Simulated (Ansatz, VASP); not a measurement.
**One calculation of FeO, two programs**

Contents of INCAR:

```
SYSTEM = FeO
ALGO = Normal
EDIFF = 1E-6
ENCUT = 600
GGA_COMPAT = .False.
ISIF = 2
ISMEAR = -1
ISPIN = 2
LASPH = .True.
LCHARG = .False.
LMAXMIX = 4
LORBIT = 11
LREAL = .False.
LWAVE = .False.
MAGMOM = 3 0
NBANDS = 22
NELM = 200
PREC = Accurate
SIGMA = 0.05
```

Contents of KPOINTS:

```
k-points
0
Gamma
  9 9 9
  0 0 0
```

File POSCAR:

```
FeO
1.0
    1.5188209023      0.8768916568      2.5195772846
   -1.5188209023      0.8768916568      2.5195772846
    0.0000000000     -1.7537833136      2.5195772846
Fe O
1 1
Direct
    0.0000000000      0.0000000000      0.0000000000
    0.5000000000      0.5000000000      0.5000000000
```

File input.yaml:

```yaml
crystal:
  lattice:
    - [1.5188209023, 0.8768916568, 2.5195772846]
    - [-1.5188209023, 0.8768916568, 2.5195772846]
    - [0.0, -1.7537833136, 2.5195772846]
  atoms:
    - { symbol: Fe, position: [0.0, 0.0, 0.0], spin: 3.0 }
    - { symbol: O, position: [0.5, 0.5, 0.5] }
hamiltonian:
  xc: lda
  pseudopotentials: { kind: paw }
magnetization:
  spin_polarized: true
kpoints:
  mp_grid: { grid: [9, 9, 9] }
  band_path:
    path:
      - [[0.0, 0.0, 0.0], [0.5, 0.0, 0.0], [0.5, 0.2474171719, -0.2474171719]]
      - [[0.7525828281, 0.5, 0.2474171719], [0.5, 0.5, 0.5], [0.0, 0.0, 0.0], [0.373708586, 0.0, -0.373708586]]
      - [[0.626291414, 0.373708586, 0.0], [0.5, 0.5, 0.0], [0.626291414, 0.626291414, 0.2474171719], [0.5, 0.5, 0.5]]
      - [[0.5, 0.0, 0.0], [0.7525828281, 0.373708586, 0.373708586]]
    npoints: 14
scf:
  occupations: { method: fermi_dirac, width: 0.05 }
  n_extra_bands: 6
output:
  forces: true
  stress: true
  eigenvalues: true
  fatbands: true
```

Alike in both runs: functional LDA; k mesh 9 × 9 × 9; occupations fermi-dirac, width 0.05 eV; collinear spin.

```csv
,VASP,Ansatz
version,VASP 6.6.1,Ansatz 0.2.0
potentials or method,"VASP PAW LDA potentials, release 64 (Fe_sv, O)",Ansatz PAW
plane-wave cutoff (eV),600,420
valence electrons in the cell,22,22
task,single point,band structure
```

Ansatz gave:

* gap on the k mesh at the Fermi level (eV): none
* pressure (GPa): -16.5
* traceless stress, the component that is largest in VASP (GPa): -0.82
* net moment per atom (μB): 2.00
* size of the moment on the site where the two differ most (μB): 0.34

Question: Which values does VASP return?

Answer: gap on the k mesh at the Fermi level (eV): none; pressure (GPa): -18.6; traceless stress, the component that is largest in VASP (GPa): -0.82; net moment per atom (μB): 2.00; size of the moment on the site where the two differ most (μB): 0.31.

LDA's correlation is that of Perdew and Zunger in VASP and of Perdew and Wang (1992) in Ansatz. Site moments also hang on the region over which each program counts them. A gap of «none» marks a metal or a gap that the smearing closes.
